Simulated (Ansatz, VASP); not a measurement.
TiAl in VASP and in Ansatz

Contents of INCAR:

```
  ALGO = Fast
  EDIFF = 1E-6
  ENCUT = 520
  ISIF = 2
  ISMEAR = 0
  LASPH = True
  LCHARG = True
  LELF = True
  LREAL = False
  LVHAR = True
  LWAVE = False
  NBANDS = 14
  NELM = 100
  PREC = Accurate
  SIGMA = 0.15
```

File KPOINTS:

```
k-points
0
Gamma
  16 16 16
```

POSCAR

```
TiAl
1.0
    3.1811744159      0.0826279069      0.0826279069
    0.0826279069      3.1811744159      0.0826279069
    0.0826279069      0.0826279069      3.1811744159
Ti Al
1 1
Direct
    0.0000000000      0.0000000000      0.0000000000
    0.5000000000      0.5000000000      0.5000000000
```

Input for Ansatz:

```yaml
crystal:
  lattice:
    - [3.1811744159, 0.0826279069, 0.0826279069]
    - [0.0826279069, 3.1811744159, 0.0826279069]
    - [0.0826279069, 0.0826279069, 3.1811744159]
  atoms:
    - { symbol: Ti, position: [0.0, 0.0, 0.0] }
    - { symbol: Al, position: [0.5, 0.5, 0.5] }
basis:
  ecutwfc: 420
kpoints:
  mp_grid: { grid: [16, 16, 16] }
hamiltonian:
  xc: lda
scf:
  occupations: { method: gaussian, width: 0.15 }
output:
  forces: true
  stress: true
  eigenvalues: true
  write_density: true
  write_potential: true
  elf: true
  volumetric_format: npy
```

Alike in both runs: task single point; functional LDA; k mesh 16 × 16 × 16; occupations gaussian, width 0.15 eV; no spin polarisation.

|  | VASP | Ansatz |
| --- | --- | --- |
| version | VASP 6.6.1 | Ansatz 0.2.0 |
| potentials or method | VASP PAW LDA potentials, release 64 (Ti_sv, Al), cutoff 520 eV | scalar-relativistic, plane waves, PAW |
| valence electrons in the cell | 15 | 15 |

```csv
,VASP,Ansatz,Ansatz less VASP
gap on the k mesh at the Fermi level (eV),none,none,-
pressure (GPa),-5.0,-5.1,-0.12
"traceless stress, the component that is largest in VASP (GPa)",-2.19,-2.17,+0.021
```

LDA's correlation is that of Perdew and Zunger in VASP and of Perdew and Wang (1992) in Ansatz. A gap of «none» marks a metal or a gap that the smearing closes.
